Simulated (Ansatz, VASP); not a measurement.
Two plane-wave programs on Te

File INCAR:

```
SYSTEM = Te
PREC = Accurate ; ENCUT = 600
EDIFF = 1E-6 ; ISMEAR = 0
SIGMA = 0.1 ; LREAL = .FALSE.
LASPH = .TRUE. ; NELM = 80
ALGO = Normal ; ISIF = 3
LWAVE = .FALSE. ; LCHARG = .FALSE.
GGA = PE ; IBRION = 2
NSW = 90 ; EDIFFG = -0.04
```

KPOINTS

```
regular mesh
0
G
  6 6 4
  0 0 0
```

Contents of POSCAR:

```
Te
1.0
    4.9137640421      0.0000000000      0.0000000000
   -2.4568820211      4.2554444887      0.0000000000
    0.0000000000      0.0000000000      6.5302389692
Te
2
Direct
    0.3333333333      0.6666666667      0.5612484815
    0.6666666667      0.3333333333      0.4387515185
```

Input for Ansatz:

```yaml
crystal:
  lattice:
    - [4.9137640421, 0.0, 0.0]
    - [-2.4568820211, 4.2554444887, 0.0]
    - [0.0, 0.0, 6.5302389692]
  atoms:
    - { symbol: Te, position: [0.3333333333, 0.6666666667, 0.5612484815] }
    - { symbol: Te, position: [0.6666666667, 0.3333333333, 0.4387515185] }
basis:
  ecutwfc: 420
kpoints:
  mp_grid: { grid: [6, 6, 4] }
hamiltonian:
  xc: pbe
scf:
  occupations: { method: gaussian, width: 0.1 }
  lower_state_search: "off"
output:
  forces: true
  stress: true
  eigenvalues: true
relax:
  adjacent_minimum: "off"
  f_tol: 0.04
  max_steps: 70
  cell: { stress_tol: 0.4 }
```

Alike in both runs: task relaxation of cell and atoms; functional PBE; k mesh 6 × 6 × 4; occupations gaussian, width 0.1 eV; no spin polarisation.

|  | VASP | Ansatz |
| --- | --- | --- |
| version | VASP 6.6.1 | Ansatz 0.2.0 |
| potentials or method | VASP PAW PBE potentials, release 64 (Te), cutoff 600 eV | scalar-relativistic, plane waves, PAW |
| valence electrons in the cell | 12 | 32 |

|  | VASP | Ansatz | Ansatz less VASP |
| --- | --- | --- | --- |
| gap on the k mesh at the Fermi level, each at its own relaxed structure (eV) | none | none | - |
| relaxed volume (Å³/atom) | 68.65 | 68.27 | -0.375 |
| relaxed cell length with the largest relative difference (Å) | 4.928 | 4.914 | -0.0144 |

A gap of «none» marks a metal or a gap that the smearing closes. VASP's potentials hold 12 valence electrons a cell and Ansatz's 32, so a difference there can come from the potentials and not from the codes.

Spin-orbit coupling is off throughout.
